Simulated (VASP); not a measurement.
TaN: electric field gradients with PBE

The system is TaN.

```
CELL_PARAMETERS angstrom
3.04800 0.00000 0.00000
-1.52400 2.63965 0.00000
0.00000 0.00000 4.77046
ATOMIC_POSITIONS crystal
Ta 0.00000 0.00000 0.00000
Ta 0.00000 0.00000 0.50000
N 0.33333 0.66667 0.25000
N 0.66667 0.33333 0.75000
```

This cell differs from its parent crystal: zz strain of -3 %.

| Item | Value |
| --- | --- |
| Program | VASP 6.6.1 |
| Task | electric field gradients |
| Functional | PBE |
| Potentials or basis | VASP PAW PBE potentials, release 64 (Ta_pv, N) |
| Cutoff | 520 eV |
| k mesh | 9 × 9 × 5 |
| Occupations | fermi-dirac, width 0.01 eV |
| Spin | no spin polarisation |
| Dipole correction | no |
| Further INCAR settings | ALGO = Normal; EDIFF = 1e-08; NBANDS = 24 |

```json
{"Pressure": "82.9 GPa", "Band gap on the k mesh": "zero (band 16 reaches 11.25 eV, above the bottom of band 17 at 8.02 eV)"}
```

Stress tensor (GPa, compression positive):
```
 48.04   0.00   0.00
  0.00  48.04   0.00
  0.00   0.00 152.76
```

Levels at points of the mesh, in eV from the Fermi level:
```tsv
k point	band 13	band 14	band 15	band 16	band 17	band 18	band 19	band 20
(0.00, 0.00, 0.00)	-3.77	-3.77	-3.59	-2.25	-2.25	-0.59	-0.59	3.13
```

Electric field gradients, principal values (V/Å²):
```tsv
atom	least	middle	greatest (by size)
1 Ta	78.780	78.781	-157.560
2 Ta	78.780	78.781	-157.560
3 N	-2.894	-2.895	5.789
4 N	-2.894	-2.895	5.789
```

Run time: 49 s on 1 thread of AMD EPYC 7R13 Processor (Zen 3), on a shared host, peak memory 0.14 GiB.

Caveat: the cell differs from its parent crystal (zz strain of -3 %); without QUAD_EFG the Cq values of the log hold for a quadrupole moment of 1 mb, not for the nuclei; spin-orbit coupling is left out, which moves the levels of the heavy elements.
